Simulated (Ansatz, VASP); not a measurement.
## Two plane-wave programs on FeNi3

Contents of INCAR:

```
SYSTEM = FeNi3
ALGO = Normal
EDIFF = 1E-7
ENCUT = 520
GGA = CA
ISIF = 2
ISMEAR = 0
ISPIN = 2
LASPH = .TRUE.
LCHARG = .FALSE.
LMAXMIX = 4
LORBIT = 11
LREAL = .FALSE.
LWAVE = .FALSE.
MAGMOM = 2.98 0.73 0.73 0.73
NBANDS = 31
NELM = 150
PREC = Accurate
SIGMA = 0.05
```

KPOINTS

```
k-points
0
G
  12 12 12
  0 0 0
```

Contents of POSCAR:

```
FeNi3
1.0
    3.4484818919      0.0000000000      0.0000000000
    0.0000000000      3.4484818919      0.0000000000
    0.0000000000      0.0000000000      3.4484818919
Fe Ni
1 3
Direct
    0.0000000000      0.0000000000      0.0000000000
    0.0000000000      0.5000000000      0.5000000000
    0.5000000000      0.0000000000      0.5000000000
    0.5000000000      0.5000000000      0.0000000000
```

Input for Ansatz:

```yaml
crystal:
  lattice:
    - [3.4484818919, 0.0, 0.0]
    - [0.0, 3.4484818919, 0.0]
    - [0.0, 0.0, 3.4484818919]
  atoms:
    - { symbol: Fe, position: [0.0, 0.0, 0.0], spin: 2.98 }
    - { symbol: Ni, position: [0.0, 0.5, 0.5], spin: 0.73 }
    - { symbol: Ni, position: [0.5, 0.0, 0.5], spin: 0.73 }
    - { symbol: Ni, position: [0.5, 0.5, 0.0], spin: 0.73 }
basis:
  ecutwfc: 420
  ecutrho_ratio: 4
kpoints:
  mp_grid: { grid: [12, 12, 12] }
hamiltonian:
  xc: lda
scf:
  occupations: { method: gaussian, width: 0.05 }
output:
  forces: true
  stress: true
  eigenvalues: true
  populations: true
magnetization:
  spin_polarized: true
```

Alike in both runs: task single point; functional LDA; k mesh 12 × 12 × 12; occupations gaussian, width 0.05 eV; collinear spin.

|  | VASP | Ansatz |
| --- | --- | --- |
| version | VASP 6.6.1 | Ansatz 0.2.0 |
| potentials or method | VASP PAW LDA potentials, release 64 (Fe, Ni), cutoff 520 eV | scalar-relativistic, plane waves, PAW |
| valence electrons in the cell | 38 | 70 |

Ansatz gave:

| Item | Value |
| --- | --- |
| gap on the k mesh at the Fermi level (eV) | none |
| pressure (GPa) | -0.1 |
| net moment per atom (μB) | 1.17 |
| size of the moment on the site where the two differ most (μB) | 0.67 |

Problem. What did VASP give for the same quantities?

Solution. gap on the k mesh at the Fermi level (eV): none; pressure (GPa): -0.4; net moment per atom (μB): 1.15; size of the moment on the site where the two differ most (μB): 0.61.

LDA's correlation is that of Perdew and Zunger in VASP and of Perdew and Wang (1992) in Ansatz. Site moments also hang on the region over which each program counts them. A gap of «none» marks a metal or a gap that the smearing closes. VASP's potentials hold 38 valence electrons a cell and Ansatz's 70, so a difference there can come from the potentials and not from the codes.
